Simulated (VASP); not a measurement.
Fe: single point with r2SCAN

Crystal: Fe.

```xyz
1
Lattice="-1.4346 1.4346 1.4346 1.4346 -1.4346 1.4346 1.4346 1.4346 -1.4346" Properties=species:S:1:pos:R:3 pbc="T T T"
Fe    0.0000    0.0000    0.0000
```

| Item | Value |
| --- | --- |
| Program | VASP 6.6.1 |
| Task | single point |
| Functional | r2SCAN |
| Potentials or basis | VASP PAW PBE potentials, release 64 (Fe) |
| Cutoff | 520 eV |
| k mesh | 15 × 15 × 15 |
| Occupations | fermi-dirac, width 0.2 eV |
| Spin | collinear spin, ferromagnetic start |
| Starting moments | [2.804] μB |

```
Pressure                                              : -0.5 GPa
Net moment                                            : 2.66 μB per cell
Site moments                                          : Fe +2.72 μB
Valence electrons inside the program's atomic spheres : Fe 7.19
```

Levels at points of the mesh, in eV from the Fermi level:
Spin up:
| k point | band 2 | band 3 | band 4 | band 5 | band 6 | band 7 | band 8 | band 9 |
| --- | --- | --- | --- | --- | --- | --- | --- | --- |
| (0.00, 0.00, 0.00) | -3.11 | -3.11 | -3.11 | -1.93 | -1.93 | 25.52 | 25.52 | 25.52 |
Spin down:
| k point | band 1 | band 2 | band 3 | band 4 | band 5 | band 6 | band 7 | band 8 |
| --- | --- | --- | --- | --- | --- | --- | --- | --- |
| (0.00, 0.00, 0.00) | -9.15 | 0.29 | 0.29 | 0.29 | 2.52 | 2.52 | 25.19 | 25.19 |

It took 62 s on 1 thread of Intel(R) Xeon(R) 6975P-C (Granite Rapids), with other jobs on the host, peak memory 0.14 GiB.

Caveat: the PAW data sets were made with another functional, which shifts forces and pressure a little.
